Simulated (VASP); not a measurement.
# Si62Sb (a cell with a defect) in VASP: further runs, part 2 of 2

VASP 6.6.1.

## 3. Single point, PBE+D3(BJ)

The input, INCAR:

```
SYSTEM = Si62Sb
  ALGO = Normal
  EDIFF = 1E-6
  ENCUT = 520
  GGA = PE
  ISIF = 2
  ISMEAR = -1
  IVDW = 12
  LASPH = .TRUE.
  LCHARG = .FALSE.
  LREAL = Auto
  LWAVE = .FALSE.
  NBANDS = 164
  NELECT = 252.0
  NELM = 80
  PREC = Accurate
  SIGMA = 0.05
```

The input, KPOINTS:

```
k-points
0
G
  1 1 1
  0 0 0
```

The input, POSCAR:

```
Si62Sb
1.0
   10.8600000000      0.0000000000      0.0000000000
    0.0000000000     10.8600000000      0.0000000000
    0.0000000000      0.0000000000     10.8600000000
Si Sb
62 1
Direct
    0.5080727440     -0.0033308471      0.0038592081
    0.6275998158      0.1284158379      0.1241624309
    0.7507255064      0.2528570902     -0.0023679558
    0.8744125230      0.3756590239      0.1252651013
    0.7516449355      0.0031356354      0.2474249540
    0.8760370166      0.1253927256      0.3776144567
    0.0006054328      0.0005069061     -0.0004047882
    0.1275482505      0.1227726519      0.1245373849
    0.2506247698      0.2488883978      0.0001752302
    0.3750840700      0.3747815838      0.1239898711
    0.4974741252      0.5001887661     -0.0022224678
    0.6273928177      0.6235700737      0.1161630755
    0.7513027624      0.7526312155     -0.0021572744
    0.8759548803      0.8760349908      0.1243550645
    0.2509411602      0.0002092081      0.2552863720
    0.3745004604      0.1278453039      0.3755321363
    0.5003022099      0.2510271639      0.2494040516
    0.6245072744      0.3765300184      0.3740500921
    0.7467676796      0.5033662983      0.2491266114
    0.8729810313      0.6266089319      0.3735314917
    0.4976625230      0.0030202578      0.5004203499
    0.6264661142      0.1267008287      0.6249798343
    0.7495512891      0.2521174954      0.4988992634
    0.8752639963      0.3757996317      0.6244888582
    0.7511249540      0.0017815838      0.7476220994
    0.8759692449      0.1255670350      0.8746586556
   -0.0002191529      0.4990104972     -0.0000637201
    0.1239627072      0.6250986188      0.1245884899
    0.2487785451      0.7451311234     -0.0019441989
   -0.0001393186      0.2494408840      0.2495883057
    0.1239811234      0.3762546041      0.3752815838
    0.2493506446      0.4998976980      0.2474006446
    0.3664206262      0.6165299263      0.3835114180
    0.6255217311      0.8848341621      0.3745231123
   -0.0001860958      0.0000406077      0.5011146409
    0.1258988029      0.1251066298      0.6257270718
    0.2481821363      0.2518745856      0.4998643646
    0.3743255064      0.3717756906      0.6279914365
    0.4998007366      0.4979709024      0.5020079190
    0.6243163904      0.6263198895      0.6231754144
    0.7448371087      0.7511781768      0.4946352670
    0.8730302026      0.8743430018      0.6227613260
    0.2505250460      0.0000601289      0.7509667587
    0.3754100368      0.1183606814      0.8817106814
    0.4984377532      0.2462399632      0.7537256906
    0.6257591160      0.3758793738      0.8732228361
    0.7492943831      0.5015477901      0.7478186004
    0.8754593923      0.6226439227      0.8749548803
   -0.0004523941      0.7505543278      0.2497107735
    0.1242137201      0.8753442910      0.3752620626
   -0.0020166667      0.5018205341      0.4983825046
    0.1243915285      0.6242716390      0.6240550645
    0.2495008287      0.7525009208      0.5004383978
    0.3752538674      0.8762631676      0.6253608656
    0.0001621547      0.2507217311      0.7494356354
    0.1259642726      0.3742925414      0.8751705341
    0.2487518416      0.4998298343      0.7485295580
    0.3744517495      0.6249860958      0.8724767035
    0.5003788214      0.7508242173      0.7491170350
    0.6273973297      0.8758682320      0.8722467772
   -0.0016961326      0.7498962247      0.7489882136
    0.1255184162      0.8757051565      0.8752302947
    0.4185351750      0.8329863720      0.1673837017
```

Potentials or basis: VASP PAW PBE potentials, release 64 (Si, Sb).

Launch:

```
$ cat potpaw_PBE.64/Si/POTCAR potpaw_PBE.64/Sb/POTCAR > POTCAR
$ mpirun -np 1 vasp_gam > vasp.out
```

It took 3.6 min on 1 thread of Intel Xeon Platinum 8488C (Sapphire Rapids), shared host; peak memory 1 GiB.

It converged, with:

```
Free energy                : -357.3192 eV
Largest force              : 0.557 eV/Å
Dispersion energy per atom : -0.319 eV
```

Forces on the atoms (eV/Å):
```
Si  -0.032  0.059 -0.065
Si  -0.015 -0.008 -0.002
Si   0.000 -0.007  0.015
Si   0.026 -0.028  0.012
Si  -0.008 -0.014 -0.029
Si  -0.017 -0.007  0.004
Si   0.008  0.000 -0.003
Si   0.005 -0.002 -0.007
Si  -0.005  0.008 -0.002
Si  -0.001  0.004  0.000
Si  -0.026 -0.001  0.000
Si   0.097 -0.109 -0.009
Si  -0.005  0.023  0.014
Si   0.006  0.002 -0.004
Si   0.021 -0.019 -0.026
Si  -0.020  0.003  0.000
Si   0.002 -0.010  0.006
Si   0.001 -0.003  0.002
Si   0.050 -0.046  0.007
Si   0.014 -0.003  0.003
Si  -0.031 -0.002 -0.003
Si   0.020 -0.016 -0.010
Si  -0.005  0.002  0.000
Si   0.010 -0.009  0.010
Si  -0.004 -0.013  0.005
Si  -0.003 -0.005  0.005
Si  -0.008 -0.001  0.005
Si  -0.004  0.000 -0.024
Si   0.073  0.042  0.070
Si   0.018 -0.023 -0.003
Si   0.016  0.010  0.022
Si  -0.001  0.006 -0.013
Si  -0.005 -0.035  0.034
Si   0.105 -0.008  0.116
Si  -0.009 -0.006 -0.003
Si   0.003 -0.005 -0.005
Si   0.015 -0.002  0.008
Si   0.007  0.008 -0.005
Si  -0.003 -0.004  0.004
Si   0.000 -0.002  0.007
Si   0.066 -0.017  0.063
Si   0.038 -0.008  0.044
Si  -0.005 -0.001 -0.005
Si  -0.013  0.038 -0.035
Si  -0.001  0.007 -0.012
Si   0.022  0.007  0.016
Si  -0.006 -0.003 -0.004
Si  -0.016 -0.005  0.006
Si   0.017 -0.003  0.001
Si  -0.008  0.019  0.004
Si  -0.007  0.001 -0.004
Si   0.014 -0.021 -0.014
Si   0.003  0.012 -0.008
Si  -0.001  0.000  0.000
Si   0.000 -0.001  0.000
Si   0.002  0.006  0.007
Si   0.013 -0.007  0.002
Si  -0.024  0.001  0.002
Si   0.000 -0.008  0.013
Si  -0.012  0.000  0.003
Si   0.037 -0.002  0.032
Si   0.030  0.002  0.028
Sb  -0.441  0.197 -0.279
```

Levels at points of the mesh, in eV from the Fermi level:
```csv
k point,band 122,band 123,band 124,band 125,band 126,band 127,band 128,band 129,band 130,band 131
"(0.00, 0.00, 0.00)",-1.50,-0.85,-0.83,-0.77,-0.10,0.14,0.15,0.24,0.26,0.29
```

Caveat: the k points lie up to 0.58 Å⁻¹ apart; the cell carries a net charge on a neutralising background, which shifts energy and pressure; the cell is charged against a uniform background, so pressure and absolute levels hang on convention; spin-orbit coupling is left out, which moves the levels of the heavy elements.

## 4. Single point, PBE+D3(BJ)

The input, INCAR:

```
SYSTEM = Si62Sb
PREC = Accurate
ENCUT = 520
EDIFF = 1E-7
ISMEAR = -1
SIGMA = 0.05
LREAL = Auto
LASPH = .TRUE.
NELM = 100
ALGO = Normal
ISIF = 2
LWAVE = .FALSE.
LCHARG = .TRUE.
GGA = PE
IVDW = 12
LELF = .TRUE.
LVHAR = .TRUE.
NELECT = 252.0
NBANDS = 164
```

The input, KPOINTS:

```
Automatic mesh
0
G
  1 1 1
  0 0 0
```

The input, POSCAR:

```
Si62Sb
1.0
   10.8600000000      0.0000000000      0.0000000000
    0.0000000000     10.8600000000      0.0000000000
    0.0000000000      0.0000000000     10.8600000000
Si Sb
62 1
Direct
    0.5102065378      0.0016246777     -0.0012854512
    0.6280020258      0.1262279926      0.1276037753
    0.7504591160      0.2507093002     -0.0025906077
    0.8728968692      0.3765929098      0.1254678637
    0.7530653775      0.0017450276      0.2508511971
    0.8775717311      0.1254283610      0.3768756906
    0.0012150092     -0.0004185083      0.0005000921
    0.1257656538      0.1242298343      0.1253813996
    0.2513332413      0.2482324125      0.0010303867
    0.3755329650      0.3745976059      0.1249038674
    0.5006305709      0.4988759669     -0.0008200737
    0.6239627993      0.6270574586      0.1195849908
    0.7528537753      0.7492032228     -0.0010628913
    0.8758330571      0.8751506446      0.1251026703
    0.2448075506      0.0057708103      0.2587075506
    0.3777637201      0.1258511971      0.3760870166
    0.5010732965      0.2509702578      0.2501360958
    0.6254452118      0.3754865562      0.3751511050
    0.7462574586      0.5039691529      0.2504007366
    0.8741144567      0.6254824125      0.3745974217
    0.5008485267      0.0014963168      0.5017302026
    0.6256916206      0.1262996317      0.6265623389
    0.7504275322      0.2506172192      0.4999006446
    0.8755654696      0.3751224678      0.6251049724
    0.7508596685      0.0021512891      0.7496021179
    0.8769203499      0.1245627993      0.8755860037
    0.0013399632      0.4990606814     -0.0005823204
    0.1252007366      0.6240319521      0.1278474217
    0.2423750460      0.7410676796     -0.0079323204
   -0.0013135359      0.2511331492      0.2497074586
    0.1241120626      0.3742676796      0.3750745856
    0.2502046041      0.4984955801      0.2507100368
    0.3708016575      0.6231069982      0.3770712707
    0.6229734807      0.8813359116      0.3720641805
    0.0012861878      0.0006295580      0.5010892265
    0.1265090239      0.1240895028      0.6269488950
    0.2479507366      0.2497017495      0.4997041436
    0.3743302947      0.3736790976      0.6260096685
    0.5009771639      0.4999824125      0.5000473297
    0.6252501842      0.6251568140      0.6243189687
    0.7448975138      0.7498297422      0.4946644567
    0.8718763352      0.8741287293      0.6221036832
    0.2512453039     -0.0008348066      0.7516396869
    0.3759457643      0.1202780847      0.8797331492
    0.4988446593      0.2483696133      0.7517458564
    0.6251428177      0.3741654696      0.8737233886
    0.7502031308      0.5004995396      0.7493870166
    0.8771808471      0.6232500000      0.8748168508
   -0.0003302947      0.7498765193      0.2504406077
    0.1254270718      0.8721161142      0.3763538674
   -0.0005028545      0.5007355433      0.4994418969
    0.1243141805      0.6245000000      0.6260899632
    0.2501812155      0.7491599448      0.5019583794
    0.3756309392      0.8752791897      0.6254592081
    0.0006183241      0.2502195212      0.7499590239
    0.1265912523      0.3730229282      0.8761305709
    0.2484412523      0.5000223757      0.7506291897
    0.3777229282      0.6243254144      0.8742947514
    0.5011313996      0.7501521179      0.7491897790
    0.6279418969      0.8724305709      0.8742104052
   -0.0026372928      0.7499290976      0.7476746777
    0.1239999079      0.8748002762      0.8739852670
    0.4595720994      0.7901289134      0.2100954880
```

Launch:

```
$ cat potpaw_PBE.64/Si/POTCAR potpaw_PBE.64/Sb/POTCAR > POTCAR
$ mpirun -np 1 vasp_gam > vasp.out
```

It took 4.9 min on 1 thread of Intel Xeon Platinum 8488C (Sapphire Rapids), shared host; peak memory 1 GiB.

Results (log left out):

```yaml
Free_energy: -357.3617 eV
Largest_force: 0.414 eV/Å
Dispersion_energy_per_atom: -0.319 eV
```

Forces in eV/Å, atoms in the order of the input:
```
Si  -0.016  0.077 -0.083
Si  -0.017 -0.012  0.022
Si  -0.009 -0.013  0.000
Si  -0.009  0.007 -0.007
Si  -0.001 -0.010  0.002
Si  -0.010  0.002 -0.012
Si  -0.004  0.003 -0.002
Si  -0.026  0.031 -0.009
Si  -0.003  0.011 -0.003
Si  -0.008  0.016 -0.001
Si   0.011 -0.007  0.001
Si   0.026 -0.032  0.009
Si   0.000 -0.009  0.006
Si  -0.004  0.004 -0.006
Si  -0.059  0.055  0.008
Si   0.013 -0.004 -0.003
Si  -0.001  0.002  0.001
Si  -0.003 -0.002  0.002
Si   0.017 -0.013  0.015
Si   0.010 -0.004  0.002
Si   0.002 -0.006  0.002
Si  -0.006 -0.005 -0.001
Si  -0.004 -0.002 -0.004
Si  -0.008 -0.002  0.000
Si  -0.014  0.004  0.013
Si   0.000 -0.003  0.001
Si   0.002  0.017 -0.018
Si   0.003 -0.003  0.009
Si  -0.034 -0.005 -0.034
Si  -0.014  0.011 -0.008
Si  -0.005 -0.007 -0.005
Si  -0.002  0.001  0.022
Si   0.032  0.060 -0.060
Si   0.048 -0.014  0.056
Si  -0.001  0.019 -0.018
Si  -0.002 -0.007  0.001
Si   0.000 -0.011 -0.006
Si  -0.005  0.034 -0.033
Si   0.008  0.030 -0.029
Si  -0.001 -0.005  0.006
Si   0.030 -0.016  0.027
Si   0.003  0.010  0.006
Si  -0.002  0.004 -0.010
Si  -0.021  0.063 -0.061
Si  -0.009  0.041 -0.045
Si  -0.005 -0.005  0.001
Si  -0.003  0.003  0.005
Si  -0.005  0.011 -0.006
Si   0.004 -0.001  0.002
Si  -0.002 -0.014  0.004
Si   0.007  0.001 -0.001
Si  -0.007  0.006  0.004
Si  -0.002 -0.020 -0.003
Si  -0.007  0.001 -0.012
Si  -0.003  0.009 -0.007
Si  -0.001 -0.001  0.006
Si  -0.006  0.010  0.011
Si   0.010  0.000  0.006
Si  -0.001  0.000  0.002
Si  -0.012 -0.025  0.006
Si  -0.004  0.007 -0.003
Si  -0.013  0.003 -0.017
Sb   0.146 -0.296  0.249
```

Levels at points of the mesh, in eV from the Fermi level:
```csv
k point,band 122,band 123,band 124,band 125,band 126,band 127,band 128,band 129,band 130,band 131
"(0.00, 0.00, 0.00)",-1.53,-0.83,-0.82,-0.78,-0.11,0.15,0.16,0.25,0.27,0.29
```

Caveat: the k points lie up to 0.58 Å⁻¹ apart; the cell carries a net charge on a neutralising background, which shifts energy and pressure; the cell is charged against a uniform background, so pressure and absolute levels hang on convention; spin-orbit coupling is left out, which moves the levels of the heavy elements.
